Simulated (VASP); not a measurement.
# CsH3 in VASP: notebook, part 2 of 2

VASP 6.6.1. The steps go on from the part before.

## (5) Relaxation of cell and atoms, PBE

This run uses another cell than the first one: it holds 4 atoms, not 8.

The input, INCAR:

```
PREC = Accurate ; ENCUT = 600
EDIFF = 1E-6 ; ISMEAR = 0
SIGMA = 0.02 ; LREAL = False
LASPH = True ; NELM = 80
ALGO = Normal ; ISIF = 3
LWAVE = False ; LCHARG = False
GGA = PE ; IBRION = 2
NSW = 100 ; EDIFFG = -0.01
```

The input, KPOINTS:

```
Automatic mesh
0
Gamma
  10 10 10
```

The input, POSCAR:

```
CsH3
1.0
   -2.1036957280      2.1036957280      4.2067617399
    2.1036957280     -2.1036957280      4.2067617399
    2.1036957280      2.1036957280     -4.2067617399
Cs H
1 3
Direct
    0.5000000000      0.5000000000      0.0000000000
    0.8761204085      0.8761204085      0.0000000000
    0.1238795915      0.1238795915      0.0000000000
    0.0000000000      0.0000000000      0.0000000000
```

Potentials or basis: VASP PAW PBE potentials, release 64 (Cs_sv, H).

Command:

```console
$ cat potpaw_PBE.64/Cs_sv/POTCAR potpaw_PBE.64/H/POTCAR > POTCAR
$ mpirun -np 1 vasp_std > vasp.out
```

OUTCAR:

```text
PREC = Accurate
   ENCUT = 600
   EDIFF = 1E-6
   ISMEAR = 0
   LREAL = False
   LASPH = True
   NELM = 80
   ISIF = 3
   GGA = PE
   IBRION = 2
   NSW = 100
   EDIFFG = -0.01

 ion  position               nearest neighbor table
   1  0.500  0.500  0.000-
   2  0.876  0.876  0.000-
   3  0.124  0.124  0.000-
   4  0.000  0.000  0.000-

  LATTYP: Found a body centered tetragonal cell.
 ALAT       =     4.2073914560
 C/A-ratio  =     1.9997006620

  Lattice vectors:

 A1 = (  -2.1036957280,   2.1036957280,   4.2067617399)
 A2 = (   2.1036957280,  -2.1036957280,   4.2067617399)
 A3 = (   2.1036957280,   2.1036957280,  -4.2067617399)

Analysis of symmetry for initial positions (statically):
=====================================================================
 Subroutine PRICEL returns:
 Original cell was already a primitive cell.

 Routine SETGRP: Setting up the symmetry group for a
 body centered tetragonal supercell.

 Subroutine GETGRP returns: Found 16 space group operations
 (whereof 16 operations were pure point group operations)
 out of a pool of 16 trial point group operations.

The static configuration has the point symmetry D_4h.

Analysis of symmetry for dynamics (positions and initial velocities):
=====================================================================
 Subroutine PRICEL returns:
 Original cell was already a primitive cell.

 Routine SETGRP: Setting up the symmetry group for a
 body centered tetragonal supercell.

 Subroutine GETGRP returns: Found 16 space group operations
 (whereof 16 operations were pure point group operations)
 out of a pool of 16 trial point group operations.

The dynamic configuration has the point symmetry D_4h.

 Subroutine INISYM returns: Found 16 space group operations
 (whereof 16 operations are pure point group operations),
 and found     1 'primitive' translations

[... 134 lines left out ...]
 maximum number of plane-waves:      2536
 NGX is ok and might be reduce to    42

--------------------------------------- Ionic step        1  -------------------------------------------

 number of electron      12.0000000 magnetization

 Free energy of the ion-electron system (eV)
  ---------------------------------------------------
  ext. energy  EPLUGINS =         0.00000000
  ---------------------------------------------------
  free energy    TOTEN  =       -11.09242247 eV

  energy without entropy =      -11.09242247  energy(sigma->0) =      -11.09242247

------------------------ aborting loop because EDIFF is reached ----------------------------------------

  FORCE on cell =-STRESS in cart. coord.  units (eV):
  Direction    XX          YY          ZZ          XY          YZ          ZX
  --------------------------------------------------------------------------------------
  -------------------------------------------------------------------------------------
  Total        0.0268294      0.0268294     -0.1221487      0.0000000      0.0000000      0.0000000
  in kB        0.5772286      0.5772286     -2.6280010      0.0000000      0.0000000      0.0000000
  external PRESSURE =      -0.4911813 kB  Pullay stress =       0.0000000 kB
[... 253 lines left out ...]
--------------------------------------- Ionic step        8  -------------------------------------------

 number of electron      12.0000000 magnetization

 Free energy of the ion-electron system (eV)
  ---------------------------------------------------
  ext. energy  EPLUGINS =         0.00000000
  ---------------------------------------------------
  free energy    TOTEN  =       -11.09341213 eV

  energy without entropy =      -11.09341213  energy(sigma->0) =      -11.09341213

 E-fermi :   0.1596     XC(G=0):  -7.3623

 val. band max:        0.0137003967   @ k =   0.0000   0.0000   0.0000
 cond. band min:       2.3251185616   @ k =   0.0000   0.0000   0.0000
 fundamental gap:      2.3114181649
 Fermi energy:         0.1596046361

 k-point     1 :       0.0000    0.0000    0.0000
  band No.  band energies     occupation
      1     -21.5052      2.00000
      2      -8.1051      2.00000
      3      -8.0187      2.00000
      4      -8.0187      2.00000
      5      -6.5261      2.00000
      6       0.0137      2.00000
      7       2.3251      0.00000
      8       4.1782      0.00000
      9       5.7441      0.00000
     10       5.7441      0.00000
[... 287 lines left out ...]
 k-point    24 :       0.4000    0.3000    0.0000
  band No.  band energies     occupation
      1     -21.4017      2.00000
      2      -8.8418      2.00000
      3      -8.4652      2.00000
      4      -8.1706      2.00000
      5      -5.9349      2.00000
      6      -0.6587      2.00000
      7       4.2675      0.00000
      8       4.5241      0.00000
      9       5.6987      0.00000
     10       6.1234      0.00000

 [... further k-points ...]

------------------------ aborting loop because EDIFF is reached ----------------------------------------

  FORCE on cell =-STRESS in cart. coord.  units (eV):
  Direction    XX          YY          ZZ          XY          YZ          ZX
  --------------------------------------------------------------------------------------
  -------------------------------------------------------------------------------------
  Total       -0.0022410     -0.0022410      0.0072558      0.0000000     -0.0000000      0.0000000
  in kB       -0.0484925     -0.0484925      0.1570059      0.0000000     -0.0000000      0.0000000
  external PRESSURE =       0.0200070 kB  Pullay stress =       0.0000000 kB
[... 19 lines left out ...]
  FREE ENERGIE OF THE ION-ELECTRON SYSTEM (eV)
  ---------------------------------------------------
  free  energy   TOTEN  =       -11.0934121276 eV

  energy  without entropy=      -11.0934121276  energy(sigma->0) =      -11.09341213

 reached required accuracy - stopping structural energy minimisation
```

CONTCAR:

```text
CsH3
   1.00000000000000
    -2.1099491162179147    2.1099491162179147    4.1579304152360290
     2.1099491162179147   -2.1099491162179147    4.1579304152360290
     2.1099491162179147    2.1099491162179147   -4.1579304152360290
  Cs              H
     1     3
Direct
     0.5000000000000000    0.5000000000000000    1.0000000000000000
     0.8746559665361886    0.8746559665361886    0.0000000000000000
     0.1253440334638114    0.1253440334638114    0.0000000000000000
     0.0000000000000000    0.0000000000000000    1.0000000000000000

  0.00000000E+00  0.00000000E+00  0.00000000E+00
  0.00000000E+00  0.00000000E+00  0.00000000E+00
  0.00000000E+00  0.00000000E+00  0.00000000E+00
  0.00000000E+00  0.00000000E+00  0.00000000E+00
```

Run time: 5 min. Hardware: 1 thread of Intel Xeon 6975P-C (Granite Rapids), shared host; peak memory 0.32 GiB.

Results:

| Quantity | Value |
| --- | --- |
| Free energy | -11.0934 eV |
| Relaxed volume | 18.51 Å³/atom |
| Relaxed cell | a = 5.118 Å, b = 5.118 Å, c = 5.118 Å, α = 131.30°, β = 131.30°, γ = 71.33° |
| Space group after relaxing (to 0.05 Å) | I4/mmm (No. 139) |
| Energy gained by relaxing | 0.2 meV/atom |
| Ionic steps | 8 |
| Pressure after relaxing | 0.0 GPa |
| Band gap on the k mesh | 2.31 eV, direct |

Forces in eV/Å, atoms in the order of the input:
```
Cs   0.000  0.000  0.000
H    0.000  0.000 -0.003
H    0.000  0.000  0.003
H    0.000  0.000  0.000
```

The path:
| step | energy change (eV) | largest force (eV/Å) | pressure (GPa) | volume (Å³) |
| --- | --- | --- | --- | --- |
| 1 | 0.0000 | 0.0155 | -0.05 | 74.47 |
| 2 | -0.0002 | 0.0231 | -0.01 | 74.41 |
| 3 | -0.0006 | 0.0472 | 0.03 | 74.22 |
| 4 | -0.0002 | 0.0952 | 0.14 | 73.85 |
| 5 | -0.0006 | 0.0589 | 0.05 | 74.13 |
| 6 | -0.0007 | 0.0473 | 0.04 | 74.11 |
| 7 | -0.0010 | 0.0125 | 0.02 | 74.06 |
| 8 | -0.0010 | 0.0029 | 0.00 | 74.04 |

Final structure:
```xyz
4
Lattice="-2.1099 2.1099 4.1579 2.1099 -2.1099 4.1579 2.1099 2.1099 -4.1579" Properties=species:S:1:pos:R:3 pbc="T T T"
Cs    2.1099    2.1099    0.0000
H     0.0000    0.0000    7.2735
H     0.0000    0.0000    1.0423
H     2.1099    2.1099   -4.1579
```

Caveat: spin-orbit coupling is left out, which moves the levels of the heavy elements.

## (6) Overview

```tsv
task	cell	k mesh	cutoff (eV)	smearing	gap on the mesh (eV)	pressure (GPa)	largest force (eV/Å)
single point	a = 4.211, b = 5.115, c = 7.851 Å, angles 77.9, 74.4, 65.7°, 8 atoms	4 × 4 × 4	520	gaussian 0.1 eV	2.31	0.0	0.01
single point	a = 5.115 Å, angles 131.4, 131.4, 71.2°, 4 atoms	10 × 10 × 10	520	gaussian 0.02 eV	2.31	0.0	0.01
single point	a = 5.950, b = 5.950, c = 8.414 Å, 16 atoms	4 × 4 × 2	520	gaussian 0.1 eV	2.26	0.0	0.03
relaxation of cell and atoms	relaxed from a = 5.152 Å, angles 131.8, 131.8, 70.5°, 4 atoms	10 × 10 × 10	600	gaussian 0.02 eV	2.31	0.0	-
```

Alike in all rows: level PBE; potentials or basis VASP PAW PBE potentials, release 64 (Cs_sv, H); no spin polarisation.

Caveats: spin-orbit coupling is left out, which moves the levels of the heavy elements.

Absolute energies hang on the potentials; compare differences alone.
